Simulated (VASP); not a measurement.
# W: relaxation of cell and atoms with PBEsol

Crystal: W.

```
W
1.0
     2.54661    0.00000    0.00000
    -1.27330    2.20542    0.00000
     0.00000    0.00000    2.39381
W
1
Direct
  0.00000 0.00000 0.00000
```

| Item | Value |
| --- | --- |
| Program | VASP 6.6.1 |
| Task | relaxation of cell and atoms |
| Functional | PBEsol |
| Potentials or basis | VASP PAW PBE potentials, release 64 (W_sv) |
| Cutoff | 500 eV |
| k mesh | 17 × 17 × 16 |
| Occupations | fermi-dirac, width 0.1 eV |
| Spin | no spin polarisation |
| Target pressure | 88 GPa |
| Dipole correction | no |
| Further INCAR settings | ALGO = Normal; EDIFF = 1e-07; IBRION = 2; EDIFFG = -0.005; NSW = 60; ISIF = 3 |

- Relaxed volume: 13.63 Å³/atom
- Relaxed cell: a = 2.571 Å, b = 2.571 Å, c = 2.381 Å, α = 90.00°, β = 90.00°, γ = 120.00°
- Space group after relaxing (to 0.05 Å): P6/mmm (No. 191)
- Energy change on relaxing (the enthalpy is what falls): -114.5 meV/atom
- Ionic steps: 7
- Pressure after relaxing: 88.0 GPa
- Band gap on the k mesh: zero (band 7 reaches 14.43 eV, above the bottom of band 8 at 12.15 eV)

Step by step:
```tsv
step	energy change (eV)	largest force (eV/Å)	pressure (GPa)	volume (Å³)
1	0.0000	0.0000	96.56	13.44
2	-0.5618	0.0000	45.25	14.87
3	-0.1461	0.0000	85.57	13.69
4	-0.1376	0.0000	86.22	13.68
5	-0.0327	0.0000	93.88	13.50
6	-0.1150	0.0000	87.95	13.63
7	-0.1145	0.0000	87.99	13.63
```

Final structure:
```cif
data_structure
_symmetry_space_group_name_H-M 'P 1'
_symmetry_Int_Tables_number 1
_cell_length_a 2.5711
_cell_length_b 2.5711
_cell_length_c 2.3813
_cell_angle_alpha 90.000
_cell_angle_beta 90.000
_cell_angle_gamma 120.000
_cell_volume 13.63
loop_
_atom_site_label
_atom_site_type_symbol
_atom_site_fract_x
_atom_site_fract_y
_atom_site_fract_z
_atom_site_occupancy
W1 W 0.00000 0.00000 0.00000 1
```

Levels at points of the mesh, in eV from the Fermi level:
| k point | band 3 | band 4 | band 5 | band 6 | band 7 | band 8 | band 9 | band 10 | band 11 |
| --- | --- | --- | --- | --- | --- | --- | --- | --- | --- |
| (0.00, 0.00, 0.00) | -37.02 | -36.88 | -10.18 | -6.01 | -1.25 | -1.25 | 7.00 | 7.00 | 12.77 |
| (0.00, 0.00, 0.50) | -36.72 | -36.72 | -5.98 | -0.53 | 0.13 | 0.13 | 1.24 | 1.24 | 14.24 |

It took 100 s on 1 thread of Intel(R) Xeon(R) Platinum 8488C (Sapphire Rapids) (shared host), peak memory 0.17 GiB.

Caveat: the cell is relaxed towards a set pressure, so the enthalpy falls and the energy may rise; the PAW data sets were made with another functional, which shifts forces and pressure a little; spin-orbit coupling is left out, which moves the levels of the heavy elements.
